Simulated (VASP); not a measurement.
Set up this calculation in VASP 6.6.1, as the native input.

* Task: single point
* Functional: PBEsol
* Potentials or basis: VASP PAW PBE potentials, release 64 (Nb_sv)
* Cutoff: 520 eV
* k mesh: 22 × 22 × 22
* Occupations: gaussian, width 0.15 eV
* Spin: no spin polarisation
* Dipole correction: no
* Further INCAR settings: ALGO = Fast; EDIFF = 1e-06; NBANDS = 12

The structure of Nb lies in POSCAR:

```
Nb
1.0
    0.0000000000      2.0808811305      2.1849251870
    2.0808811305      0.0000000000      2.1849251870
    2.0808811305      2.0808811305      0.0000000000
Nb
1
Direct
    0.0000000000      0.0000000000      0.0000000000
```

This cell differs from its parent crystal: ratio of the length along z to the lengths across it x 1.05, volume and fractional coordinates fixed.

The input as run:

INCAR

```
PREC = Accurate ; ENCUT = 520
EDIFF = 1E-6 ; ISMEAR = 0
SIGMA = 0.15 ; LREAL = False
LASPH = True ; NELM = 60
ALGO = Fast ; ISIF = 2
LWAVE = False ; LCHARG = True
GGA = PS ; LELF = True
LVHAR = True ; NBANDS = 12
```

KPOINTS

```
Automatic mesh
0
Gamma
  22 22 22
```

Potentials or basis: VASP PAW PBE potentials, release 64 (Nb_sv).

Launch:

```console
$ cat potpaw_PBE.64/Nb_sv/POTCAR > POTCAR
$ mpirun -np 1 vasp_std > vasp.out
```

It gave:

```
Pressure               : -7.6 GPa
Band gap on the k mesh : zero (an odd number of electrons rules out a gap without spin polarisation)
```

Caveat: the cell stands under tension; the PAW data sets were made with another functional, which shifts forces and pressure a little.

Run time: 4.3 min on 1 thread of Intel Xeon 8259CL, on a shared host, peak memory 0.3 GiB.
